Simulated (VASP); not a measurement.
# HgTe (Coloradoite) (I-4m2) in VASP: a series of runs

The runs below take HgTe (Coloradoite) through single point, with PBE, PBEsol.

Everything below comes from runs of VASP 6.6.1. Logs are shortened: lines on timing, memory, paths and dates and some standing lists are left out, and cuts for length are marked.

## (1) The cell of the first run

It takes space group I-4m2 (No. 119, tetragonal). The conventional cell has a = 4.728 Å, b = 4.728 Å, c = 6.429 Å, α = 90.00°, β = 90.00°, γ = 90.00°. Within 3.8 Å of Hg (site symmetry -4m2) lie 4 Te at 2.86 Å. Te (site symmetry -4m2) has 4 Hg at 2.86 Å within 3.8 Å.

## (2) Single point, PBE

INCAR

```
SYSTEM = HgTe
PREC = Accurate ; ENCUT = 520
EDIFF = 1E-7 ; ISMEAR = -1
SIGMA = 0.05 ; LREAL = .FALSE.
LASPH = .TRUE. ; NELM = 80
ALGO = Normal ; ISIF = 2
LWAVE = .FALSE. ; LCHARG = .TRUE.
GGA = PE ; LELF = .TRUE.
LVHAR = .TRUE. ; NBANDS = 16
```

KPOINTS

```
Automatic mesh
0
G
  6 6 6
  0 0 0
```

POSCAR

```
HgTe
1.0
    0.0000000000      3.3430800000      3.2145000000
    3.3430800000      0.0000000000      3.2145000000
    3.3430800000      3.3430800000      0.0000000000
Hg Te
1 1
Direct
    0.0000000000      0.0000000000      0.0000000000
    0.7500000000      0.7500000000      0.7500000000
```

Potentials or basis: VASP PAW PBE potentials, release 64 (Hg, Te).

The run is started by

```bash
cat potpaw_PBE.64/Hg/POTCAR potpaw_PBE.64/Te/POTCAR > POTCAR
mpirun -np 1 vasp_std > vasp.out
```

OUTCAR:

```text
SYSTEM = HgTe
   PREC = Accurate
   ENCUT = 520
   EDIFF = 1E-7
   ISMEAR = -1
   LREAL = .FALSE.
   LASPH = .TRUE.
   NELM = 80
   ISIF = 2
   GGA = PE

 ion  position               nearest neighbor table
   1  0.000  0.000  0.000-   2 2.86   2 2.86   2 2.86   2 2.86
   2  0.750  0.750  0.750-   1 2.86   1 2.86   1 2.86   1 2.86

  LATTYP: Found a body centered tetragonal cell.
 ALAT       =     4.7278290761
 C/A-ratio  =     1.3598207331

  Lattice vectors:

 A1 = (   0.0000000000,  -3.3430800000,  -3.2145000000)
 A2 = (   0.0000000000,   3.3430800000,  -3.2145000000)
 A3 = (   3.3430800000,   0.0000000000,   3.2145000000)

Analysis of symmetry for initial positions (statically):
=====================================================================
 Subroutine PRICEL returns:
 Original cell was already a primitive cell.

 Routine SETGRP: Setting up the symmetry group for a
 body centered tetragonal supercell.

 Subroutine GETGRP returns: Found  8 space group operations
 (whereof  8 operations were pure point group operations)
 out of a pool of 16 trial point group operations.

The static configuration has the point symmetry D_2d.

Analysis of symmetry for dynamics (positions and initial velocities):
=====================================================================
 Subroutine PRICEL returns:
 Original cell was already a primitive cell.

 Routine SETGRP: Setting up the symmetry group for a
 body centered tetragonal supercell.

 Subroutine GETGRP returns: Found  8 space group operations
 (whereof  8 operations were pure point group operations)
 out of a pool of 16 trial point group operations.

The dynamic configuration has the point symmetry D_2d.

 Subroutine INISYM returns: Found  8 space group operations
 (whereof  8 operations are pure point group operations),
 and found     1 'primitive' translations

----------------------------------------------------------------------------------------

                                     Primitive cell

  volume of cell :      71.8517

  direct lattice vectors                    reciprocal lattice vectors
     0.000000000  3.343080000  3.214500000    -0.149562679  0.149562679  0.155545186
     3.343080000  0.000000000  3.214500000     0.149562679 -0.149562679  0.155545186
     3.343080000  3.343080000  0.000000000     0.149562679  0.149562679 -0.155545186

  length of vectors
     4.637800571  4.637800571  4.727829076     0.262549604  0.262549604  0.262549604

  position of ions in fractional coordinates (direct lattice)
     0.000000000  0.000000000  0.000000000
     0.750000000  0.750000000  0.750000000

  ion indices of the primitive-cell ions
   primitive index   ion index
                 1           1
                 2           2

----------------------------------------------------------------------------------------

 KPOINTS: Automatic mesh

Automatic generation of k-mesh.
 Grid dimensions read from file:
 generate k-points for:    6    6    6

 Generating k-lattice:

  Cartesian coordinates                     Fractional coordinates (reciprocal lattice)
    -0.024927113  0.024927113  0.025924198     0.166666667  0.000000000  0.000000000
     0.024927113 -0.024927113  0.025924198     0.000000000  0.166666667  0.000000000
     0.024927113  0.024927113 -0.025924198     0.000000000  0.000000000  0.166666667

  Length of vectors
     0.043758267  0.043758267  0.043758267

  Shift w.r.t. Gamma in fractional coordinates (k-lattice)
     0.000000000  0.000000000  0.000000000

 Subroutine IBZKPT returns following result:
 ===========================================

 Found     30 irreducible k-points:

 Following reciprocal coordinates:
            Coordinates               Weight
  0.000000  0.000000  0.000000      1.000000
  0.166667  0.000000  0.000000      8.000000
  0.333333 -0.000000  0.000000      8.000000
  0.500000  0.000000  0.000000      4.000000
  0.166667  0.166667  0.000000      2.000000
  0.333333  0.166667  0.000000      8.000000
[... 16 lines left out ...]
  0.333333  0.000000  0.333333      4.000000
  0.500000  0.000000  0.333333     16.000000
 [... further k-points ...]
   k-points           NKPTS =     30   k-points in BZ     NKDIM =     30   number of bands    NBANDS=     16
   number of dos      NEDOS =    301   number of ions     NIONS =      2
   total plane-waves  NPLWV =  46656
   dimension x,y,z NGX =    36 NGY =   36 NGZ =   36
   dimension x,y,z NGXF=    72 NGYF=   72 NGZF=   72
   ions per type =               1   1
   NGX,Y,Z   is equivalent  to a cutoff of  12.90, 12.90, 12.66 a.u.
   NGXF,Y,Z  is equivalent  to a cutoff of  25.81, 25.81, 25.32 a.u.
 SYSTEM =  HgTe
   PREC   = accura    normal or accurate (medium, high low for compatibility)
   ISTART =      0    job   : 0-new  1-cont  2-samecut
   ICHARG =      2    charge: 1-file 2-atom 10-const
   ISPIN  =      1    spin polarized calculation?
   LNONCOLLINEAR =      F non collinear calculations
   LSORBIT =      F    spin-orbit coupling
   LASPH  =      T    aspherical Exc in radial PAW
   ENCUT  =  520.0 eV  38.22 Ry    6.18 a.u.   8.62  8.62  8.79*2*pi/ulx,y,z
   NELM   =     80;   NELMIN=  2; NELMDL= -5     # of ELM steps
   EDIFF  = 0.1E-06   stopping-criterion for ELM
   LREAL  =      F    real-space projection
   EDIFFG = 0.1E-05   stopping-criterion for IOM
   NSW    =      0    number of steps for IOM
   IBRION =     -1    ionic relax: 0-MD 1-quasi-New 2-CG
   NFREE  =      0    steps in history (QN), initial steepest desc. (CG)
   ISIF   =      2    stress and relaxation
   ISYM   =      2    0-nonsym 1-usesym 2-fastsym
   POTIM  = 0.5000    time-step for ionic-motion
   TEBEG  =    0.0;   TEEND  =   0.0 temperature during run
   PSTRESS=    0.0 pullay stress
   NELECT =      18.0000    total number of electrons
   NUPDOWN=      -1.0000    fix difference up-down
   EMIN   =  10.00;   EMAX   =-10.00  energy-range for DOS
   EFERMI =   0.00;   METHOD = LEGACY
   ISMEAR =    -1;   SIGMA  =   0.05  broadening in eV -4-tet -1-fermi 0-gaus
   EFERMI_NEDOS =   21; number of points for ismear=-14 and -15
   IALGO  =     38    algorithm
   IMIX   =      4    mixing-type and parameters
     AMIX     =   0.40;   BMIX     =  1.00
     AMIX_MAG =   1.60;   BMIX_MAG =  1.00
  volume/ion in A,a.u.               =      35.93       242.44
  Fermi-wavevector in a.u.,A,eV,Ry     =   1.032017  1.950229 14.490997  1.065058
  Thomas-Fermi vector in A             =   2.166193
   LORBIT       =      0    0 simple, 1 ext, 2 COOP (PROOUT), +10 PAW based schemes
   GGA     = PE    functional components
   LHFCALC =     F    Hartree Fock is set to
   AEXX    =    0.0000 exact exchange contribution
   IVDW    =     0    specifies the selected vdW correction
   LEPSILON=     F    determine dielectric tensor
   LRPA    =     F    only Hartree local field effects (RPA)
 non-spin polarized calculation
  energy-cutoff  :      520.00
  volume of cell :       71.85
 maximum number of plane-waves:      1956
 NGX is ok and might be reduce to    36
   NGX = 17   NGY = 17   NGZ = 17

 number of electron      18.0000001 magnetization

 Free energy of the ion-electron system (eV)
  ---------------------------------------------------
  ext. energy  EPLUGINS =         0.00000000
  ---------------------------------------------------
  free energy    TOTEN  =        -3.63328019 eV

  energy without entropy =       -3.63239854  energy(sigma->0) =       -3.63283936

 E-fermi :   2.5094     XC(G=0):  -8.4609

 val. band max:        2.4224477929   @ k =   0.0000   0.0000   0.0000
 cond. band min:       2.5375818336   @ k =   0.0000   0.0000   0.0000
 fundamental gap:      0.1151340407
 Fermi energy:         2.5093993477

 k-point     1 :       0.0000    0.0000    0.0000
  band No.  band energies     occupation
      1      -9.0924      2.00000
      2      -4.5486      2.00000
      3      -4.5486      2.00000
      4      -4.5412      2.00000
      5      -4.1022      2.00000
      6      -4.0802      2.00000
[... 8 lines left out ...]
     15      11.6859      0.00000
     16      12.1102      0.00000

 k-point     2 :       0.1667    0.0000    0.0000
  band No.  band energies     occupation
      1      -8.9759      2.00000
      2      -4.5183      2.00000
      3      -4.5143      2.00000
      4      -4.4866      2.00000
      5      -4.1020      2.00000
      6      -4.0842      2.00000
[... 8 lines left out ...]
     15      10.9026      0.00000
     16      11.1620      0.00000

 k-point     3 :       0.3333   -0.0000    0.0000
  band No.  band energies     occupation
      1      -8.7271      2.00000
      2      -4.4672      2.00000
      3      -4.4554      2.00000
      4      -4.2223      2.00000
      5      -4.0877      2.00000
      6      -4.0804      2.00000
[... 8 lines left out ...]
     15      11.3251      0.00000
     16      11.3329      0.00000

 k-point     4 :       0.5000    0.0000    0.0000
  band No.  band energies     occupation
      1      -8.5943      2.00000
      2      -4.4482      2.00000
      3      -4.4315      2.00000
      4      -4.0768      2.00000
      5      -4.0715      2.00000
      6      -3.8247      2.00000
[... 8 lines left out ...]
     15      12.3060      0.00000
     16      12.5471      0.00000
[... 324 lines left out ...]
 k-point    22 :      -0.3333    0.5000    0.1667
  band No.  band energies     occupation
      1      -8.4147      2.00000
      2      -4.3455      2.00000
      3      -4.3085      2.00000
      4      -4.1988      2.00000
      5      -4.0746      2.00000
      6      -3.5823      2.00000
[... 8 lines left out ...]
     15      13.1403      0.00000
     16      13.4409      0.00000

 k-point    23 :       0.3333    0.0000    0.3333
  band No.  band energies     occupation
      1      -8.6067      2.00000
      2      -4.3973      2.00000
      3      -4.3595      2.00000
      4      -4.3169      2.00000
      5      -4.0651      2.00000
      6      -4.0426      2.00000
[... 8 lines left out ...]
     15      12.4541      0.00000
     16      13.8469      0.00000

 k-point    24 :       0.5000    0.0000    0.3333
  band No.  band energies     occupation
      1      -8.4714      2.00000
      2      -4.3783      2.00000
      3      -4.2990      2.00000
      4      -4.2297      2.00000
      5      -4.0534      2.00000
      6      -3.8029      2.00000
[... 8 lines left out ...]
     15      12.7264      0.00000
     16      13.5929      0.00000

 [... further k-points ...]

------------------------ aborting loop because EDIFF is reached ----------------------------------------

  FORCE on cell =-STRESS in cart. coord.  units (eV):
  Direction    XX          YY          ZZ          XY          YZ          ZX
  --------------------------------------------------------------------------------------
  -------------------------------------------------------------------------------------
  Total        0.3425831      0.3425831      0.5652342      0.0000000      0.0000000      0.0000000
  in kB        7.6390545      7.6390545     12.6038152      0.0000000      0.0000000      0.0000000
  external PRESSURE =       9.2939747 kB  Pullay stress =       0.0000000 kB

 VOLUME and BASIS-vectors are now :
 -----------------------------------------------------------------------------
  energy-cutoff  :      520.00
  volume of cell :       71.85
      direct lattice vectors                 reciprocal lattice vectors
     0.000000000  3.343080000  3.214500000    -0.149562679  0.149562679  0.155545186
     3.343080000  0.000000000  3.214500000     0.149562679 -0.149562679  0.155545186
     3.343080000  3.343080000  0.000000000     0.149562679  0.149562679 -0.155545186

 POSITION                                       TOTAL-FORCE (eV/Angst)
 -----------------------------------------------------------------------------------
      0.00000      0.00000      0.00000         0.000000      0.000000     -0.000000
      5.01462      5.01462      4.82175        -0.000000     -0.000000      0.000000
 -----------------------------------------------------------------------------------
    total drift:                                0.000000      0.000000     -0.000000

  FREE ENERGIE OF THE ION-ELECTRON SYSTEM (eV)
  ---------------------------------------------------
  free  energy   TOTEN  =        -3.6332801855 eV

  energy  without entropy=       -3.6323985371  energy(sigma->0) =       -3.63283936
```

Run time: 27 s. Hardware: 1 thread of AMD EPYC 9R45 (Zen 5), shared host; peak memory 0.19 GiB.

Results:

- Free energy: -3.6333 eV
- Pressure: 0.9 GPa
- Band gap on the k mesh: 0.12 eV, direct

Stress tensor (GPa, compression positive):
```
0.76 0.00 0.00
0.00 0.76 0.00
0.00 0.00 1.26
```

Caveat: spin-orbit coupling is left out, which moves the levels of the heavy elements.

## (3) Single point, PBEsol

This run uses another cell than the first one, of 33.22 Å³/atom, 0.925 times its volume.

INCAR

```
SYSTEM = HgTe
ALGO     = Normal         ! electronic algorithm
EDIFF    = 1E-7           ! SCF threshold, eV
ENCUT    = 520            ! plane-wave cutoff, eV
GGA      = PS             ! functional
ISIF     = 2              ! what is computed and relaxed
ISMEAR   = -1             ! smearing method
LASPH    = .True.         ! aspherical terms in the spheres
LCHARG   = .False.        ! write CHGCAR
LREAL    = .False.        ! projectors in reciprocal space
LWAVE    = .False.        ! write WAVECAR
NBANDS   = 16             ! bands
NELM     = 80             ! most SCF steps
PREC     = Accurate       ! precision mode
SIGMA    = 0.05           ! smearing width, eV
```

KPOINTS

```
k-points
0
Gamma
  7 7 7
  0 0 0
```

POSCAR

```
HgTe
1.0
    0.0000000000      3.2807853242      3.0859200000
    3.2807853242      0.0000000000      3.0859200000
    3.2807853242      3.2807853242      0.0000000000
Hg Te
1 1
Direct
    0.0000000000      0.0000000000      0.0000000000
    0.7500000000      0.7500000000      0.7500000000
```

Potentials or basis: VASP PAW PBE potentials, release 64 (Hg, Te).

The run is started by

```bash
cat potpaw_PBE.64/Hg/POTCAR potpaw_PBE.64/Te/POTCAR > POTCAR
mpirun -np 1 vasp_std > vasp.out
```

Wall time 31 s (1 thread of AMD EPYC 9R45 (Zen 5), shared host); peak memory 0.19 GiB.

Results (log left out):

* Free energy: -4.3493 eV
* Pressure: 1.8 GPa
* Band gap on the k mesh: 0.19 eV, direct

Stress tensor (GPa, compression positive):
```
1.57 0.00 0.00
0.00 1.57 0.00
0.00 0.00 2.32
```

Levels at points of the mesh, in eV from the valence-band top:
```
           k point  band 7  band 8  band 9  band 10  band 11  band 12
(0.00, 0.00, 0.00)   -0.71    0.00    0.00     0.19     4.24     4.25
```

Caveat: the PAW data sets were made with another functional, which shifts forces and pressure a little; spin-orbit coupling is left out, which moves the levels of the heavy elements.
